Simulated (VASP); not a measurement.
Input of a VASP 6.6.1 run:

The input POSCAR:

```
Sb
1.0
    3.2014912929      0.0000000000      0.0000000000
    0.0000000000      3.2014912929      0.0000000000
    0.0000000000      0.0000000000      3.2014912929
Sb
1
Direct
    0.0000000000      0.0000000000      0.0000000000
```

File INCAR.step1:

```
SYSTEM = Sb
  PREC = Accurate
  ENCUT = 520
  ISMEAR = -1
  SIGMA = 0.1
  LREAL = .False.
  LASPH = .True.
  NELM = 60
  NBANDS = 8
  GGA = PE
  ALGO = Normal
  EDIFF = 1E-4
  LWAVE = .True.
  LCHARG = .False.
```

The input INCAR.step2:

```
SYSTEM = Sb
  PREC = Accurate
  ENCUT = 520
  EDIFF = 1E-6
  ISMEAR = -1
  SIGMA = 0.1
  LREAL = .False.
  LASPH = .True.
  NELM = 60
  ALGO = Normal
  ISIF = 2
  LWAVE = .False.
  LCHARG = .False.
  METAGGA = R2SCAN
  LMIXTAU = .True.
  NBANDS = 8
  ISTART = 1
```

File KPOINTS:

```
regular mesh
0
Gamma
  12 12 12
  0 0 0
```

Potentials or basis: VASP PAW PBE potentials, release 64 (Sb).

Launch:

```sh
$ cat potpaw_PBE.64/Sb/POTCAR > POTCAR
$ cp INCAR.step1 INCAR
$ mpirun -np 1 vasp_std > vasp.out
$ cp INCAR.step2 INCAR
$ mpirun -np 1 vasp_std > vasp.out
```

Q: Predict the pressure.

A: -4.9 GPa.

Caveat: the PAW data sets were made with another functional, which shifts forces and pressure a little.
